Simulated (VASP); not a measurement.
# HfC (Fm-3m) in VASP: a series of runs

The runs below take HfC through relaxation of cell and atoms, single point, with PBEsol+D4, BLYP+D4, PBE, PBE-based global hybrid.

All numbers are computed with VASP 6.6.1; they aren't measurements. Logs are shortened: lines on timing, memory, paths and dates and some standing lists are left out, and cuts for length are marked.

## (1) The cell of the first run

Symmetry: Fm-3m, No. 225, cubic system. The conventional cell has a = 4.650 Å, b = 4.650 Å, c = 4.650 Å, α = 90.00°, β = 90.00°, γ = 90.00°. Within 3.1 Å of Hf (site symmetry m-3m) lie 6 C at 2.33 Å. Within 3.1 Å of C (site symmetry m-3m) lie 6 Hf at 2.33 Å.

## (2) Relaxation of cell and atoms, PBEsol+D4

INCAR reads:

```
SYSTEM = HfC
PREC = Accurate ; ENCUT = 600
EDIFF = 1E-7 ; ISMEAR = -1
SIGMA = 0.05 ; LREAL = .FALSE.
LASPH = .TRUE. ; NELM = 120
ALGO = Normal ; ISIF = 3
LWAVE = .FALSE. ; LCHARG = .FALSE.
GGA = PS ; IVDW = 13
IBRION = 2 ; NSW = 80
EDIFFG = -0.02 ; GGA_COMPAT = .FALSE.
NELMIN = 4
```

KPOINTS reads:

```
regular mesh
0
G
  10 10 10
  0 0 0
```

POSCAR reads:

```
HfC
1.0
    0.0000000000      2.3250000000      2.3250000000
    2.3250000000      0.0000000000      2.3250000000
    2.3250000000      2.3250000000      0.0000000000
Hf C
1 1
Direct
    0.5000000000      0.5000000000      0.5000000000
    0.0000000000      0.0000000000      0.0000000000
```

Potentials or basis: VASP PAW PBE potentials, release 64 (Hf_pv, C).

Launch:

```console
$ cat potpaw_PBE.64/Hf_pv/POTCAR potpaw_PBE.64/C/POTCAR > POTCAR
$ mpirun -np 1 vasp_std > vasp.out
```

OUTCAR:

```text
SYSTEM = HfC
   PREC = Accurate
   ENCUT = 600
   EDIFF = 1E-7
   ISMEAR = -1
   LREAL = .FALSE.
   LASPH = .TRUE.
   NELM = 120
   ISIF = 3
   GGA = PS
   IVDW = 13
   IBRION = 2
   NSW = 80
   EDIFFG = -0.02
   NELMIN = 4

 ion  position               nearest neighbor table
   1  0.500  0.500  0.500-   2 2.33   2 2.33   2 2.33   2 2.33   2 2.33   2 2.33
   2  0.000  0.000  0.000-   1 2.33   1 2.33   1 2.33   1 2.33   1 2.33   1 2.33

  LATTYP: Found a face centered cubic cell.
 ALAT       =     4.6500000000

  Lattice vectors:

 A1 = (   0.0000000000,   2.3250000000,   2.3250000000)
 A2 = (   2.3250000000,   0.0000000000,   2.3250000000)
 A3 = (   2.3250000000,   2.3250000000,   0.0000000000)

Analysis of symmetry for initial positions (statically):
=====================================================================
 Subroutine PRICEL returns:
 Original cell was already a primitive cell.

 Routine SETGRP: Setting up the symmetry group for a
 face centered cubic supercell.

 Subroutine GETGRP returns: Found 48 space group operations
 (whereof 48 operations were pure point group operations)
 out of a pool of 48 trial point group operations.

The static configuration has the point symmetry O_h .

Analysis of symmetry for dynamics (positions and initial velocities):
=====================================================================
 Subroutine PRICEL returns:
 Original cell was already a primitive cell.

 Routine SETGRP: Setting up the symmetry group for a
 face centered cubic supercell.

 Subroutine GETGRP returns: Found 48 space group operations
 (whereof 48 operations were pure point group operations)
 out of a pool of 48 trial point group operations.

The dynamic configuration has the point symmetry O_h .

 Subroutine INISYM returns: Found 48 space group operations
 (whereof 48 operations are pure point group operations),
 and found     1 'primitive' translations

----------------------------------------------------------------------------------------

                                     Primitive cell

  volume of cell :      25.1362

  direct lattice vectors                    reciprocal lattice vectors
     0.000000000  2.325000000  2.325000000    -0.215053763  0.215053763  0.215053763
     2.325000000  0.000000000  2.325000000     0.215053763 -0.215053763  0.215053763
     2.325000000  2.325000000  0.000000000     0.215053763  0.215053763 -0.215053763

  length of vectors
     3.288046533  3.288046533  3.288046533     0.372484045  0.372484045  0.372484045

  position of ions in fractional coordinates (direct lattice)
     0.500000000  0.500000000  0.500000000
[... 72 lines left out ...]
   ISPIN  =      1    spin polarized calculation?
   LNONCOLLINEAR =      F non collinear calculations
   LSORBIT =      F    spin-orbit coupling
   LASPH  =      T    aspherical Exc in radial PAW
   ENCUT  =  600.0 eV  44.10 Ry    6.64 a.u.   6.57  6.57  6.57*2*pi/ulx,y,z
   NELM   =    120;   NELMIN=  4; NELMDL= -5     # of ELM steps
   EDIFF  = 0.1E-06   stopping-criterion for ELM
   LREAL  =      F    real-space projection
   EDIFFG = -.2E-01   stopping-criterion for IOM
   NSW    =     80    number of steps for IOM
   IBRION =      2    ionic relax: 0-MD 1-quasi-New 2-CG
   NFREE  =      1    steps in history (QN), initial steepest desc. (CG)
   ISIF   =      3    stress and relaxation
   ISYM   =      2    0-nonsym 1-usesym 2-fastsym
   POTIM  = 0.5000    time-step for ionic-motion
   TEBEG  =    0.0;   TEEND  =   0.0 temperature during run
   PSTRESS=    0.0 pullay stress
   NELECT =      14.0000    total number of electrons
   NUPDOWN=      -1.0000    fix difference up-down
   EMIN   =  10.00;   EMAX   =-10.00  energy-range for DOS
   EFERMI =   0.00;   METHOD = LEGACY
   ISMEAR =    -1;   SIGMA  =   0.05  broadening in eV -4-tet -1-fermi 0-gaus
   EFERMI_NEDOS =   21; number of points for ismear=-14 and -15
   IALGO  =     38    algorithm
   IMIX   =      4    mixing-type and parameters
     AMIX     =   0.40;   BMIX     =  1.00
     AMIX_MAG =   1.60;   BMIX_MAG =  1.00
  volume/ion in A,a.u.               =      12.57        84.81
  Fermi-wavevector in a.u.,A,eV,Ry     =   1.346949  2.545365 24.684672  1.814272
  Thomas-Fermi vector in A             =   2.474740
   LORBIT       =      0    0 simple, 1 ext, 2 COOP (PROOUT), +10 PAW based schemes
   GGA     = PS    functional components
   LHFCALC =     F    Hartree Fock is set to
   AEXX    =    0.0000 exact exchange contribution
   IVDW    =    13    specifies the selected vdW correction
   LEPSILON=     F    determine dielectric tensor
   LRPA    =     F    only Hartree local field effects (RPA)
 conjugate gradient relaxation of ions
 non-spin polarized calculation
  energy-cutoff  :      600.00
  volume of cell :       25.14
 maximum number of plane-waves:       869
 NGX is ok and might be reduce to    28
   NGX = 13   NGY = 13   NGZ = 13

--------------------------------------- Ionic step        1  -------------------------------------------

 number of electron      14.0000000 magnetization

 Free energy of the ion-electron system (eV)
  ---------------------------------------------------
  ext. energy  EPLUGINS =         0.00000000
  ---------------------------------------------------
  free energy    TOTEN  =       -22.17921151 eV

  energy without entropy =      -22.17642571  energy(sigma->0) =      -22.17781861

------------------------ aborting loop because EDIFF is reached ----------------------------------------

  DFT-D4 for vdW energy calculation

  Edisp (eV):   -0.28775
[... 71 lines left out ...]
--------------------------------------- Ionic step        3  -------------------------------------------

 number of electron      13.9999999 magnetization

 Free energy of the ion-electron system (eV)
  ---------------------------------------------------
  ext. energy  EPLUGINS =         0.00000000
  ---------------------------------------------------
  free energy    TOTEN  =       -22.19456061 eV

  energy without entropy =      -22.19190769  energy(sigma->0) =      -22.19323415

 E-fermi :   6.1096     XC(G=0): -12.6025

 val. band max:        6.0908667125   @ k =   0.1000   0.0000   0.0000
 cond. band min:       6.2327265341   @ k =   0.1000   0.1000   0.0000
 fundamental gap:      0.1418598216
 Fermi energy:         6.1095670410

 k-point     1 :       0.0000    0.0000    0.0000
  band No.  band energies     occupation
      1     -23.2307      2.00000
      2     -23.2307      2.00000
      3     -23.2307      2.00000
      4      -6.3850      2.00000
      5       7.1371      0.00000
      6       7.1371      0.00000
      7       7.1371      0.00000
      8       7.4446      0.00000
      9       7.4446      0.00000
     10       7.4446      0.00000
     11       9.5686      0.00000
[... 309 lines left out ...]
 k-point    24 :       0.4000    0.3000    0.0000
  band No.  band energies     occupation
      1     -23.8016      2.00000
      2     -23.4594      2.00000
      3     -23.4352      2.00000
      4      -4.2039      2.00000
      5       2.3074      2.00000
      6       4.1786      2.00000
      7       5.3824      2.00000
      8       6.2908      0.05188
      9      11.6581      0.00000
     10      12.7330      0.00000
     11      12.8663      0.00000

 [... further k-points ...]

------------------------ aborting loop because EDIFF is reached ----------------------------------------

  DFT-D4 for vdW energy calculation

  Edisp (eV):   -0.29919
[... 25 lines left out ...]
  FREE ENERGIE OF THE ION-ELECTRON SYSTEM (eV)
  ---------------------------------------------------
  free  energy   TOTEN  =       -22.4937466119 eV

  energy  without entropy=      -22.4910936948  energy(sigma->0) =      -22.49242015

 reached required accuracy - stopping structural energy minimisation
```

OSZICAR:

```text
N       E                     dE             d eps       ncg     rms          rms(c)
DAV:   1     0.248546827912E+02    0.24855E+02   -0.89749E+03  1034   0.140E+03
DAV:   2    -0.231696335804E+02   -0.48024E+02   -0.45004E+02  1310   0.228E+02
DAV:   3    -0.250686390613E+02   -0.18990E+01   -0.18755E+01  1366   0.336E+01
[... 36 lines left out ...]
DAV:  12    -0.221945698929E+02    0.35731E-05   -0.12316E-06  1217   0.996E-03    0.683E-02
DAV:  13    -0.221945629803E+02    0.69126E-05   -0.72506E-06  1129   0.197E-02    0.342E-02
DAV:  14    -0.221945607571E+02    0.22232E-05   -0.44101E-06  1167   0.161E-02    0.749E-03
DAV:  15    -0.221945606312E+02    0.12584E-06   -0.18747E-07   789   0.359E-03    0.154E-03
DAV:  16    -0.221945606111E+02    0.20143E-07   -0.20884E-08   517   0.131E-03
   3 F= -.22493747E+02 E0= -.22492420E+02  d E =-.267868E-01
```

CONTCAR:

```text
HfC
   1.00000000000000
    -0.0000000000000000    2.2966689206999615    2.2966689206999615
     2.2966689206999615   -0.0000000000000000    2.2966689206999615
     2.2966689206999615    2.2966689206999615   -0.0000000000000000
  Hf              C
     1     1
Direct
     0.5000000000000000    0.5000000000000000    0.5000000000000000
     0.0000000000000000    0.0000000000000000    0.0000000000000000

  0.00000000E+00  0.00000000E+00  0.00000000E+00
  0.00000000E+00  0.00000000E+00  0.00000000E+00
```

Wall time 70 s (1 thread of Intel Xeon Platinum 8375C at 2.90GHz (Ice Lake), shared host); peak memory 0.17 GiB.

What came out:

| Quantity | Value |
| --- | --- |
| Free energy | -22.4937 eV |
| Relaxed volume | 12.11 Å³/atom |
| Relaxed cell | a = 3.248 Å, b = 3.248 Å, c = 3.248 Å, α = 60.00°, β = 60.00°, γ = 60.00° |
| Space group after relaxing (to 0.05 Å) | Fm-3m (No. 225) |
| Energy gained by relaxing | 13.4 meV/atom |
| Ionic steps | 3 |
| Pressure after relaxing | -0.2 GPa |
| Band gap on the k mesh | zero (band 7 reaches 7.14 eV, above the bottom of band 8 at 5.70 eV) |
| Dispersion energy per atom | -0.150 eV |

The path:
| step | energy change (eV) | largest force (eV/Å) | pressure (GPa) | volume (Å³) |
| --- | --- | --- | --- | --- |
| 1 | 0.0000 | 0.0000 | -8.98 | 25.14 |
| 2 | 0.0626 | 0.0000 | 19.52 | 22.66 |
| 3 | -0.0268 | 0.0000 | -0.19 | 24.23 |

Final structure:
```
CELL_PARAMETERS angstrom
0.00000 2.29667 2.29667
2.29667 0.00000 2.29667
2.29667 2.29667 0.00000
ATOMIC_POSITIONS crystal
Hf 0.50000 0.50000 0.50000
C 0.00000 0.00000 0.00000
```

Caveat: the PAW data sets were made with another functional, which shifts forces and pressure a little; spin-orbit coupling is left out, which moves the levels of the heavy elements; pairwise dispersion overbinds metals, which lowers pressure and volume.

## (3) Relaxation of cell and atoms, BLYP+D4

INCAR reads:

```
PREC = Accurate
ENCUT = 600
EDIFF = 1E-7
ISMEAR = -1
SIGMA = 0.05
LREAL = False
LASPH = True
NELM = 120
ALGO = Normal
ISIF = 3
LWAVE = False
LCHARG = False
GGA = B5
ALDAX = 1.0
AGGAX = 1.0
AGGAC = 1.0
ALDAC = 0.0
IVDW = 13
VDW_S6 = 1.0
VDW_S8 = 2.34076671
VDW_A1 = 0.44488865
VDW_A2 = 4.0933009
IBRION = 2
NSW = 80
EDIFFG = -0.02
GGA_COMPAT = False
NELMIN = 4
```

KPOINTS reads:

```
regular mesh
0
Gamma
  10 10 10
```

POSCAR is that of step 2.

Potentials or basis: VASP PAW PBE potentials, release 64 (Hf_pv, C).

Launch:

```console
$ cat potpaw_PBE.64/Hf_pv/POTCAR potpaw_PBE.64/C/POTCAR > POTCAR
$ mpirun -np 1 vasp_std > vasp.out
```

Wall time 95 s (1 thread of Intel Xeon Platinum 8375C at 2.90GHz (Ice Lake), shared host); peak memory 0.16 GiB.

The run converged. Its results:

- Free energy: -20.0542 eV
- Relaxed volume: 12.60 Å³/atom
- Relaxed cell: a = 3.291 Å, b = 3.291 Å, c = 3.291 Å, α = 60.00°, β = 60.00°, γ = 60.00°
- Space group after relaxing (to 0.05 Å): Fm-3m (No. 225)
- Energy gained by relaxing: 0.1 meV/atom
- Ionic steps: 3
- Pressure after relaxing: 0.0 GPa
- Band gap on the k mesh: zero (band 7 reaches 7.41 eV, above the bottom of band 8 at 6.05 eV)
- Dispersion energy per atom: -0.465 eV

The path:
```tsv
step	energy change (eV)	largest force (eV/Å)	pressure (GPa)	volume (Å³)
1	0.0000	0.0000	0.57	25.14
2	0.0002	0.0000	-0.96	25.30
3	-0.0001	0.0000	0.01	25.20
```

Final structure:
```yaml
crystal:
  lattice:
    - [0.00000, 2.32684, 2.32684]
    - [2.32684, 0.00000, 2.32684]
    - [2.32684, 2.32684, 0.00000]
  atoms:
    - { symbol: Hf, position: [0.50000, 0.50000, 0.50000] }
    - { symbol: C, position: [0.00000, 0.00000, 0.00000] }
```

Levels at points of the mesh, in eV from the Fermi level:
```tsv
k point	band 5	band 6	band 7	band 8	band 9	band 10
(0.00, 0.00, 0.00)	0.93	0.93	0.93	1.34	1.34	1.34
(0.50, 0.00, 0.00)	-6.01	-3.03	-3.03	5.13	5.13	5.64
(0.50, 0.50, 0.00)	-2.46	-1.68	-0.11	-0.11	5.14	6.49
```

Caveat: the PAW data sets were made with another functional, which shifts forces and pressure a little; spin-orbit coupling is left out, which moves the levels of the heavy elements; pairwise dispersion overbinds metals, which lowers pressure and volume.

## (4) Single point, PBE

INCAR reads:

```
  ALGO = Normal
  EDIFF = 1E-6
  ENCUT = 520
  GGA = PE
  ISIF = 2
  ISMEAR = -1
  LASPH = T
  LCHARG = F
  LREAL = F
  LWAVE = F
  NBANDS = 14
  NELM = 60
  PREC = Accurate
  SIGMA = 0.05
```

KPOINTS reads:

```
k-points
0
Gamma
  6 6 6
```

POSCAR is that of step 3.

Launch:

```console
$ cat potpaw_PBE.64/Hf_pv/POTCAR potpaw_PBE.64/C/POTCAR > POTCAR
$ mpirun -np 1 vasp_std > vasp.out
```

Wall time 5.2 s (1 thread of Intel Xeon 6975P-C, shared host); peak memory 0.14 GiB.

Results (log left out):

```
Free energy            : -21.0343 eV
Pressure               : -0.4 GPa
Band gap on the k mesh : zero (band 7 reaches 6.96 eV, above the bottom of band 8 at 5.60 eV)
```

Levels at points of the mesh, in eV from the Fermi level:
| k point | band 4 | band 5 | band 6 | band 7 | band 8 | band 9 | band 10 | band 11 |
| --- | --- | --- | --- | --- | --- | --- | --- | --- |
| (0.00, 0.00, 0.00) | -12.17 | 1.14 | 1.14 | 1.14 | 1.52 | 1.52 | 1.52 | 3.52 |
| (0.50, 0.00, 0.00) | -8.42 | -6.00 | -2.84 | -2.84 | 5.45 | 5.45 | 5.92 | 6.69 |
| (0.50, 0.50, 0.00) | -10.27 | -2.45 | -1.64 | 0.05 | 0.05 | 5.44 | 6.86 | 6.86 |

Caveat: the k points lie up to 0.39 Å⁻¹ apart; spin-orbit coupling is left out, which moves the levels of the heavy elements.

## (5) Single point, PBE-based global hybrid

POSCAR is that of step 4.

INCAR.step1 reads:

```
SYSTEM = HfC
PREC = Accurate
ENCUT = 520
EDIFF = 1E-5
ISMEAR = -1
SIGMA = 0.05
LREAL = .False.
LASPH = .True.
NELM = 80
ALGO = Normal
ISIF = 2
LWAVE = .True.
NBANDS = 14
GGA = PE
```

INCAR.step2 reads:

```
SYSTEM = HfC
PREC = Accurate
ENCUT = 520
EDIFF = 1E-6
ISMEAR = -1
SIGMA = 0.05
LREAL = .False.
LASPH = .True.
NELM = 80
ALGO = Normal
ISIF = 2
LWAVE = .False.
LCHARG = .True.
GGA = PE
LHFCALC = .True.
AEXX = 0.1
PRECFOCK = Normal
LELF = .True.
LVHAR = .True.
NBANDS = 14
ISTART = 1
```

KPOINTS reads:

```
Automatic mesh
0
Gamma
  6 6 6
  0 0 0
```

Launch:

```console
$ cat potpaw_PBE.64/Hf_pv/POTCAR potpaw_PBE.64/C/POTCAR > POTCAR
$ cp INCAR.step1 INCAR
$ mpirun -np 1 vasp_std > vasp.out
$ cp INCAR.step2 INCAR
$ mpirun -np 1 vasp_std > vasp.out
```

It took 18 min on 1 thread of Intel Xeon 6975P-C, shared host; peak memory 0.16 GiB.

The run converged. Its results:

| Item | Value |
| --- | --- |
| Free energy | -22.8269 eV |
| Pressure | -2.2 GPa |
| Band gap on the k mesh | zero (band 7 reaches 6.99 eV, above the bottom of band 8 at 5.32 eV) |

Levels at points of the mesh, in eV from the Fermi level:
```
           k point  band 4  band 5  band 6  band 7  band 8  band 9  band 10  band 11
(0.00, 0.00, 0.00)  -12.93    1.33    1.33    1.33    1.96    1.96     1.96     3.95
(0.50, 0.00, 0.00)   -9.04   -6.45   -3.14   -3.14    6.07    6.07     6.57     7.17
(0.50, 0.50, 0.00)  -10.96   -2.79   -1.66    0.14    0.14    5.95     7.51     7.51
```

Caveat: the k points lie up to 0.39 Å⁻¹ apart; the PAW data sets were made with another functional, which shifts forces and pressure a little; spin-orbit coupling is left out, which moves the levels of the heavy elements.

## (6) Summary

| task | level | cell | k mesh | cutoff (eV) | grid for exact exchange (PRECFOCK) | share of exact exchange | gap on the mesh (eV) | pressure (GPa) | relaxed volume (Å³/atom) |
| --- | --- | --- | --- | --- | --- | --- | --- | --- | --- |
| relaxation of cell and atoms | PBEsol+D4 | relaxed | 10 × 10 × 10 | 600 | - | - | none | -0.2 | 12.11 |
| relaxation of cell and atoms | BLYP+D4 | relaxed | 10 × 10 × 10 | 600 | - | - | none | 0.0 | 12.60 |
| single point | PBE | as given | 6 × 6 × 6 | 520 | - | - | none | -0.4 | - |
| single point | PBE-based global hybrid | as given | 6 × 6 × 6 | 520 | Normal | 0.1 | none | -2.2 | - |

Alike in all rows: potentials or basis VASP PAW PBE potentials, release 64 (Hf_pv, C); no spin polarisation; smearing fermi-dirac 0.05 eV.

Caveats: some runs use coarse meshes; spin-orbit coupling is left out, which moves the levels of the heavy elements; the PAW data sets were made with another functional, which shifts forces and pressure a little (some runs); pairwise dispersion overbinds metals, which lowers pressure and volume (some runs).

Total energies depend on the potentials used, so only differences within one code and one set of settings carry meaning.
